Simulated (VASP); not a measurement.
Cu, 1 atom in the cell. Symmetry: Fm-3m, No. 225, cubic system. Conventional cell: a = 3.509 Å, b = 3.509 Å, c = 3.509 Å, α = 90.00°, β = 90.00°, γ = 90.00°. Cu (site symmetry m-3m) has 12 Cu at 2.48 Å within 3.3 Å. 

| Property | Result |
| --- | --- |
| Program | VASP 6.6.1 |
| Task | single point |
| Functional | LDA |
| Potentials or basis | VASP PAW LDA potentials, release 64 (Cu) |
| Cutoff | 520 eV |
| k mesh | 12 × 12 × 12 |
| Occupations | fermi-dirac, width 0.06 eV |
| Spin | no spin polarisation |
| Dipole correction | no |
| Further INCAR settings | ALGO = Normal; EDIFF = 1e-07; NBANDS = 12 |

Potentials or basis: VASP PAW LDA potentials, release 64 (Cu).

The run is started by

```console
$ cat potpaw_LDA.64/Cu/POTCAR > POTCAR
$ mpirun -np 1 vasp_std > vasp.out
```

Hardware: 1 thread of AMD EPYC 7R13 (shared host).

Q: How long does it take, and how much memory?

A: Run time: 12 s on 1 thread of AMD EPYC 7R13 (shared host), peak memory 0.09 GiB. Counts: scf iterations 12, k points 72.
